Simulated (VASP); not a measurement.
# AlN (P6_3mc) in VASP: further runs

Runs on AlN. Level: HSE06. Tasks: single point.

Program: VASP 6.6.1. These are calculated values, not measurements. Logs are shortened: lines on timing, memory, paths and dates and some standing lists are left out, and cuts for length are marked.

### 1 The cell of the first run

It takes space group P6_3mc (No. 186, hexagonal). Conventional cell: a = 3.107 Å, b = 3.107 Å, c = 5.128 Å, α = 90.00°, β = 90.00°, γ = 120.00°. Within 2.5 Å of Al (site symmetry 3m) lie 4 N at 1.90 to 1.93 Å. N (site symmetry 3m) has 4 Al at 1.90 to 1.93 Å within 2.5 Å.

### 2 Single point, HSE06 (uniaxial z strain +3.0%)

POSCAR

```
AlN
1.0
    3.1066937602      0.0000000000      0.0000000000
   -1.5533468801      2.6904757181      0.0000000000
    0.0000000000      0.0000000000      5.1279492985
Al N
2 2
Direct
    0.3333333333      0.6666666667     -0.0010130585
    0.6666666667      0.3333333333      0.4989869415
    0.3333333333      0.6666666667      0.3760130585
    0.6666666667      0.3333333333      0.8760130585
```

INCAR.step1

```
SYSTEM = AlN
ALGO = Normal ; EDIFF = 1E-5
ENCUT = 520 ; GGA = PE
ISIF = 2 ; ISMEAR = 0
LASPH = .True. ; LCHARG = .False.
LREAL = .False. ; LWAVE = .True.
NBANDS = 16 ; NELM = 80
PREC = Accurate ; SIGMA = 0.01
```

INCAR.step2

```
SYSTEM = AlN
ALGO = Normal ; EDIFF = 1E-6
ENCUT = 520 ; GGA = PE
HFSCREEN = 0.2079 ; ISIF = 2
ISMEAR = 0 ; ISTART = 1
LASPH = .True. ; LCHARG = .False.
LHFCALC = .True. ; LREAL = .False.
LWAVE = .False. ; NBANDS = 16
NELM = 80 ; PREC = Accurate
PRECFOCK = Normal ; SIGMA = 0.01
```

KPOINTS

```
k-points
0
Gamma
  6 6 4
  0 0 0
```

Potentials or basis: VASP PAW PBE potentials, release 64 (Al, N).

Launch:

```bash
$ cat potpaw_PBE.64/Al/POTCAR potpaw_PBE.64/N/POTCAR > POTCAR
$ cp INCAR.step1 INCAR
$ mpirun -np 1 vasp_std > vasp.out
$ cp INCAR.step2 INCAR
$ mpirun -np 1 vasp_std > vasp.out
```

OUTCAR:

```text
SYSTEM = AlN
   EDIFF = 1E-6
   ENCUT = 520
   GGA = PE
   HFSCREEN = 0.2079
   ISIF = 2
   ISMEAR = 0
   ISTART = 1
   LASPH = .True.
   LHFCALC = .True.
   LREAL = .False.
   NELM = 80
   PREC = Accurate
   PRECFOCK = Normal

 ion  position               nearest neighbor table
   1  0.333  0.667  0.999-   4 1.90   4 1.90   4 1.90   3 1.93   2 3.13   2 3.13   2 3.13   2 3.13
                             2 3.13   2 3.13
   2  0.667  0.333  0.499-   3 1.90   3 1.90   3 1.90   4 1.93   1 3.13   1 3.13   1 3.13   1 3.13
                             1 3.13   1 3.13
   3  0.333  0.667  0.376-   2 1.90   2 1.90   2 1.90   1 1.93
   4  0.667  0.333  0.876-   1 1.90   1 1.90   1 1.90   2 1.93

  LATTYP: Found a hexagonal cell.
 ALAT       =     3.1066937602
 C/A-ratio  =     1.6506130614

  Lattice vectors:

 A1 = (   3.1066937602,   0.0000000000,   0.0000000000)
 A2 = (  -1.5533468801,   2.6904757181,   0.0000000000)
 A3 = (   0.0000000000,   0.0000000000,   5.1279492985)

Analysis of symmetry for initial positions (statically):
=====================================================================
 Subroutine PRICEL returns:
 Original cell was already a primitive cell.

 Routine SETGRP: Setting up the symmetry group for a
 hexagonal supercell.

 Subroutine GETGRP returns: Found 12 space group operations
 (whereof  6 operations were pure point group operations)
 out of a pool of 24 trial point group operations.

The static configuration has the point symmetry C_3v.
 The point group associated with its full space group is C_6v.

Analysis of symmetry for dynamics (positions and initial velocities):
=====================================================================
 Subroutine PRICEL returns:
 Original cell was already a primitive cell.

 Routine SETGRP: Setting up the symmetry group for a
 hexagonal supercell.

 Subroutine GETGRP returns: Found 12 space group operations
 (whereof  6 operations were pure point group operations)
 out of a pool of 24 trial point group operations.

The dynamic configuration has the point symmetry C_3v.
 The point group associated with its full space group is C_6v.

 Subroutine INISYM returns: Found 12 space group operations
 (whereof  6 operations are pure point group operations),
 and found     1 'primitive' translations

----------------------------------------------------------------------------------------

                                     Primitive cell

  volume of cell :      42.8619

  direct lattice vectors                    reciprocal lattice vectors
     3.106693760  0.000000000  0.000000000     0.321885605  0.185840741  0.000000000
    -1.553346880  2.690475718  0.000000000     0.000000000  0.371681481  0.000000000
     0.000000000  0.000000000  5.127949298     0.000000000  0.000000000  0.195009728

  length of vectors
     3.106693760  3.106693760  5.127949298     0.371681481  0.371681481  0.195009728

  position of ions in fractional coordinates (direct lattice)
     0.333333333  0.666666667  0.998986942
     0.666666667  0.333333333  0.498986942
     0.333333333  0.666666667  0.376013058
     0.666666667  0.333333333  0.876013058

  ion indices of the primitive-cell ions
   primitive index   ion index
                 1           1
                 2           2
                 3           3
                 4           4

----------------------------------------------------------------------------------------

 KPOINTS: k-points

Automatic generation of k-mesh.
 Grid dimensions read from file:
 generate k-points for:    6    6    4

 Generating k-lattice:

  Cartesian coordinates                     Fractional coordinates (reciprocal lattice)
     0.053647601  0.030973457  0.000000000     0.166666667  0.000000000  0.000000000
     0.000000000  0.061946914  0.000000000     0.000000000  0.166666667  0.000000000
     0.000000000  0.000000000  0.048752432     0.000000000  0.000000000  0.250000000

  Length of vectors
     0.061946914  0.061946914  0.048752432

  Shift w.r.t. Gamma in fractional coordinates (k-lattice)
     0.000000000  0.000000000  0.000000000

 Subroutine IBZKPT returns following result:
 ===========================================

 Found     21 irreducible k-points:

 Following reciprocal coordinates:
            Coordinates               Weight
  0.000000  0.000000  0.000000      1.000000
  0.166667  0.000000  0.000000      6.000000
  0.333333  0.000000  0.000000      6.000000
  0.500000  0.000000  0.000000      3.000000
  0.166667  0.166667  0.000000      6.000000
  0.333333  0.166667  0.000000     12.000000
[... 13 lines left out ...]
  0.333333  0.166667  0.500000     12.000000
  0.333333  0.333333  0.500000      2.000000
   k-points           NKPTS =     21   k-points in BZ     NKDIM =    144   number of bands    NBANDS=     16
   number of dos      NEDOS =    301   number of ions     NIONS =      4
   total plane-waves  NPLWV =  23040
   dimension x,y,z NGX =    24 NGY =   24 NGZ =   40
   dimension x,y,z NGXF=    48 NGYF=   48 NGZF=   80
   ions per type =               2   2
   NGX,Y,Z   is equivalent  to a cutoff of  12.84, 12.84, 12.97 a.u.
   NGXF,Y,Z  is equivalent  to a cutoff of  25.69, 25.69, 25.94 a.u.
 SYSTEM =  AlN
   PREC   = accura    normal or accurate (medium, high low for compatibility)
   ISTART =      1    job   : 0-new  1-cont  2-samecut
   ICHARG =      0    charge: 1-file 2-atom 10-const
   ISPIN  =      1    spin polarized calculation?
   LNONCOLLINEAR =      F non collinear calculations
   LSORBIT =      F    spin-orbit coupling
   LASPH  =      T    aspherical Exc in radial PAW
   ENCUT  =  520.0 eV  38.22 Ry    6.18 a.u.   5.78  5.78  9.53*2*pi/ulx,y,z
   NELM   =     80;   NELMIN=  2; NELMDL=  0     # of ELM steps
   EDIFF  = 0.1E-05   stopping-criterion for ELM
   LREAL  =      F    real-space projection
   EDIFFG = 0.1E-04   stopping-criterion for IOM
   NSW    =      0    number of steps for IOM
   IBRION =     -1    ionic relax: 0-MD 1-quasi-New 2-CG
   NFREE  =      0    steps in history (QN), initial steepest desc. (CG)
   ISIF   =      2    stress and relaxation
   ISYM   =      3    0-nonsym 1-usesym 2-fastsym
   POTIM  = 0.5000    time-step for ionic-motion
   TEBEG  =    0.0;   TEEND  =   0.0 temperature during run
   PSTRESS=    0.0 pullay stress
   NELECT =      16.0000    total number of electrons
   NUPDOWN=      -1.0000    fix difference up-down
   EMIN   =  10.00;   EMAX   =-10.00  energy-range for DOS
   EFERMI =   0.00;   METHOD = LEGACY
   ISMEAR =     0;   SIGMA  =   0.01  broadening in eV -4-tet -1-fermi 0-gaus
   EFERMI_NEDOS =   21; number of points for ismear=-14 and -15
   IALGO  =     38    algorithm
   IMIX   =      1    mixing-type and parameters
     AMIX     =   0.40;   BMIX     =  1.00
     AMIX_MAG =   1.60;   BMIX_MAG =  1.00
  volume/ion in A,a.u.               =      10.72        72.31
  Fermi-wavevector in a.u.,A,eV,Ry     =   1.178757  2.227528 18.904872  1.389469
  Thomas-Fermi vector in A             =   2.315081
   LORBIT       =      0    0 simple, 1 ext, 2 COOP (PROOUT), +10 PAW based schemes
   GGA     = PE    functional components
   LHFCALC =     T    Hartree Fock is set to
   PRECFOCK=normal    Normal, Fast or Accurate (Low or Medium for compatibility)
   ENCUT4O =  -1.0   cutoff for four orbital integrals eV
   NKREDX  =     1    reduce k-point grid by
   NKREDY  =     1    reduce k-point grid by
   NKREDZ  =     1    reduce k-point grid by
   AEXX    =    0.2500 exact exchange contribution
   HFSCREEN=    0.2079 screening length (either q_TF or 0.3 A-1)
   HFSCREENC=   0.2079 screening length for correlation (either q_TF or 0.3 A-1)
   ENCUTFOCK=  -1.0 apply spherical cutoff to Coloumb kernel
   IVDW    =     0    specifies the selected vdW correction
   LEPSILON=     F    determine dielectric tensor
   LRPA    =     F    only Hartree local field effects (RPA)
 non-spin polarized calculation
 Gauss-broadening in eV      SIGMA  =   0.01
  energy-cutoff  :      520.00
  volume of cell :       42.86
 maximum number of plane-waves:      1172
 NGX is ok and might be reduce to    24
  NGX = 18; NGY = 18; NGZ = 30

 number of electron      15.9999997 magnetization

 Free energy of the ion-electron system (eV)
  ---------------------------------------------------
  ext. energy  EPLUGINS =         0.00000000
  ---------------------------------------------------
  free energy    TOTEN  =       -34.84333820 eV

  energy without entropy =      -34.84333820  energy(sigma->0) =      -34.84333820

 E-fermi :   4.9671     XC(G=0):  -8.9101

 val. band max:        4.8517300527   @ k =   0.0000   0.0000   0.0000
 cond. band min:      10.2617788503   @ k =   0.0000   0.0000   0.0000
 fundamental gap:      5.4100487976
 Fermi energy:         4.9670523392

 k-point     1 :       0.0000    0.0000    0.0000
  band No.  band energies     occupation
      1     -11.5310      2.00000
      2      -9.4543      2.00000
      3      -1.4811      2.00000
      4       4.2207      2.00000
      5       4.2207      2.00000
      6       4.8360      2.00000
[... 8 lines left out ...]
     15      19.8141      0.00000
     16      19.8141      0.00000

 k-point     2 :       0.1667    0.0000    0.0000
  band No.  band energies     occupation
      1     -11.1616      2.00000
      2      -9.2394      2.00000
      3      -1.0213      2.00000
      4       2.6848      2.00000
      5       3.4493      2.00000
      6       3.8016      2.00000
[... 8 lines left out ...]
     15      18.9468      0.00000
     16      19.4560      0.00000

 k-point     3 :       0.3333    0.0000    0.0000
  band No.  band energies     occupation
      1     -10.2148      2.00000
      2      -8.8373      2.00000
      3       0.1686      2.00000
      4       0.3095      2.00000
      5       1.3999      2.00000
      6       3.1607      2.00000
[... 8 lines left out ...]
     15      18.5247      0.00000
     16      21.2580      0.00000

 k-point     4 :       0.5000    0.0000    0.0000
  band No.  band energies     occupation
      1      -9.4645      2.00000
      2      -8.7915      2.00000
      3      -0.8228      2.00000
      4       0.4411      2.00000
      5       1.4217      2.00000
      6       2.8914      2.00000
[... 8 lines left out ...]
     15      19.3880      0.00000
     16      21.4795      0.00000

 k-point     5 :       0.1667    0.1667    0.0000
  band No.  band energies     occupation
      1     -10.4965      2.00000
      2      -8.9234      2.00000
      3      -0.1597      2.00000
      4       1.4485      2.00000
      5       1.4507      2.00000
      6       3.2531      2.00000
[... 8 lines left out ...]
     15      19.0676      0.00000
     16      20.8716      0.00000

 k-point     6 :       0.3333    0.1667    0.0000
  band No.  band energies     occupation
      1      -9.5378      2.00000
      2      -8.7343      2.00000
      3      -0.2659      2.00000
      4       0.7432      2.00000
      5       1.2794      2.00000
      6       2.0957      2.00000
[... 8 lines left out ...]
     15      19.1587      0.00000
     16      21.3040      0.00000
[... 210 lines left out ...]
 k-point    18 :       0.5000    0.0000    0.5000
  band No.  band energies     occupation
      1      -9.1095      2.00000
      2      -9.1095      2.00000
      3      -0.9474      2.00000
      4      -0.9474      2.00000
      5       3.4302      2.00000
      6       3.4302      2.00000
[... 8 lines left out ...]
     15      19.8154      0.00000
     16      19.8154      0.00000

 k-point    19 :       0.1667    0.1667    0.5000
  band No.  band energies     occupation
      1      -9.7934      2.00000
      2      -9.7934      2.00000
      3       0.5467      2.00000
      4       0.5467      2.00000
      5       3.0378      2.00000
      6       3.0378      2.00000
[... 8 lines left out ...]
     15      19.5306      0.00000
     16      19.5306      0.00000

 k-point    20 :       0.3333    0.1667    0.5000
  band No.  band energies     occupation
      1      -9.1300      2.00000
      2      -9.1300      2.00000
      3      -0.4589      2.00000
      4      -0.4589      2.00000
      5       2.2640      2.00000
      6       2.2640      2.00000
[... 8 lines left out ...]
     15      20.0926      0.00000
     16      20.0926      0.00000

 k-point    21 :       0.3333    0.3333    0.5000
  band No.  band energies     occupation
      1      -8.8907      2.00000
      2      -8.8907      2.00000
      3      -0.0947      2.00000
      4      -0.0947      2.00000
      5       0.9287      2.00000
      6       0.9287      2.00000
[... 8 lines left out ...]
     15      20.3813      0.00000
     16      20.3813      0.00000

------------------------ aborting loop because EDIFF is reached ----------------------------------------

  FORCE on cell =-STRESS in cart. coord.  units (eV):
  Direction    XX          YY          ZZ          XY          YZ          ZX
  --------------------------------------------------------------------------------------
  -------------------------------------------------------------------------------------
  Total       -0.9166856     -0.9166856     -3.2989327      0.0000000     -0.0000000      0.0000000
  in kB      -34.2657092    -34.2657092   -123.3141172      0.0000000     -0.0000000      0.0000000
  external PRESSURE =     -63.9485119 kB  Pullay stress =       0.0000000 kB

 VOLUME and BASIS-vectors are now :
 -----------------------------------------------------------------------------
  energy-cutoff  :      520.00
  volume of cell :       42.86
      direct lattice vectors                 reciprocal lattice vectors
     3.106693760  0.000000000  0.000000000     0.321885605  0.185840741  0.000000000
    -1.553346880  2.690475718  0.000000000     0.000000000  0.371681481  0.000000000
     0.000000000  0.000000000  5.127949298     0.000000000  0.000000000  0.195009728

 POSITION                                       TOTAL-FORCE (eV/Angst)
 -----------------------------------------------------------------------------------
     -0.00000      1.79365      5.12275        -0.000000      0.000000     -0.005083
      1.55335      0.89683      2.55878        -0.000000     -0.000000     -0.005083
     -0.00000      1.79365      1.92818         0.000000      0.000000      0.005083
      1.55335      0.89683      4.49215        -0.000000     -0.000000      0.005083
 -----------------------------------------------------------------------------------
    total drift:                                0.000000      0.000000      0.000019

  FREE ENERGIE OF THE ION-ELECTRON SYSTEM (eV)
  ---------------------------------------------------
  free  energy   TOTEN  =       -34.8433382023 eV

  energy  without entropy=      -34.8433382023  energy(sigma->0) =      -34.84333820
```

It took 43 min on 1 thread of AMD EPYC 7R43 (Zen 3), shared host; peak memory 0.23 GiB.

Results:

| Property | Result |
| --- | --- |
| Free energy | -34.8433 eV |
| Pressure | -6.4 GPa |
| Largest force | 0.005 eV/Å |
| Band gap on the k mesh | 5.41 eV |

Forces on the atoms (eV/Å):
```
Al   0.000  0.000 -0.005
Al   0.000  0.000 -0.005
N    0.000  0.000  0.005
N    0.000  0.000  0.005
```

Caveat: the cell differs from its parent crystal (uniaxial z strain +3.0%); the stress differs along the axes, from -12 to -3 GPa; the PAW data sets were made with another functional, which shifts forces and pressure a little.

### 3 Single point, HSE06 (uniaxial z strain -4.0%)

POSCAR

```
AlN
1.0
    3.1066937602      0.0000000000      0.0000000000
   -1.5533468801      2.6904757181      0.0000000000
    0.0000000000      0.0000000000      4.7794478898
Al N
2 2
Direct
    0.3333333333      0.6666666667     -0.0079139679
    0.6666666667      0.3333333333      0.4920860321
    0.3333333333      0.6666666667      0.3829139679
    0.6666666667      0.3333333333      0.8829139679
```

INCAR.step1

```
  PREC = Accurate
  ENCUT = 520
  EDIFF = 1E-5
  ISMEAR = 0
  SIGMA = 0.01
  LREAL = False
  LASPH = True
  NELM = 100
  ALGO = Normal
  ISIF = 2
  LWAVE = True
  LCHARG = False
  GGA = PE
  NBANDS = 16
```

INCAR.step2

```
  PREC = Accurate
  ENCUT = 520
  EDIFF = 1E-6
  ISMEAR = 0
  SIGMA = 0.01
  LREAL = False
  LASPH = True
  NELM = 100
  ALGO = Normal
  ISIF = 2
  LWAVE = False
  LCHARG = False
  GGA = PE
  LHFCALC = True
  HFSCREEN = 0.2079
  PRECFOCK = Normal
  ISTART = 1
  NBANDS = 16
```

KPOINTS

```
regular mesh
0
Gamma
  6 6 4
```

Potentials or basis: VASP PAW PBE potentials, release 64 (Al, N).

Launch:

```bash
$ cat potpaw_PBE.64/Al/POTCAR potpaw_PBE.64/N/POTCAR > POTCAR
$ cp INCAR.step1 INCAR
$ mpirun -np 1 vasp_std > vasp.out
$ cp INCAR.step2 INCAR
$ mpirun -np 1 vasp_std > vasp.out
```

Run time: 28 min. Hardware: 1 thread of AMD EPYC 7R13 (Zen 3), shared host; peak memory 0.22 GiB.

Results (log left out):

```
Free energy            : -34.8248 eV
Pressure               : 7.7 GPa
Largest force          : 0.008 eV/Å
Band gap on the k mesh : 5.72 eV
```

Forces on the atoms (eV/Å):
```
Al   0.000  0.000 -0.008
Al   0.000  0.000 -0.008
N    0.000  0.000  0.008
N    0.000  0.000  0.008
```

Stress tensor (GPa, compression positive):
```
 4.52  0.00  0.00
 0.00  4.52  0.00
 0.00  0.00 14.10
```

Levels at points of the mesh, in eV from the valence-band top:
```
           k point  band 6  band 7  band 8  band 9  band 10  band 11
(0.00, 0.00, 0.00)   -0.62   -0.62    0.00    5.72     7.90    12.42
(0.50, 0.00, 0.00)   -2.86   -2.17   -1.06    6.88     7.36     9.81
(0.00, 0.00, 0.50)   -1.07   -1.07   -1.07    7.97     7.97    12.29
(0.50, 0.00, 0.50)   -2.07   -1.63   -1.63    6.69     6.69    10.84
```

Caveat: the cell differs from its parent crystal (uniaxial z strain -4.0%); the stress differs along the axes, from 5 to 14 GPa; the PAW data sets were made with another functional, which shifts forces and pressure a little.

[end of part 1 of 2]
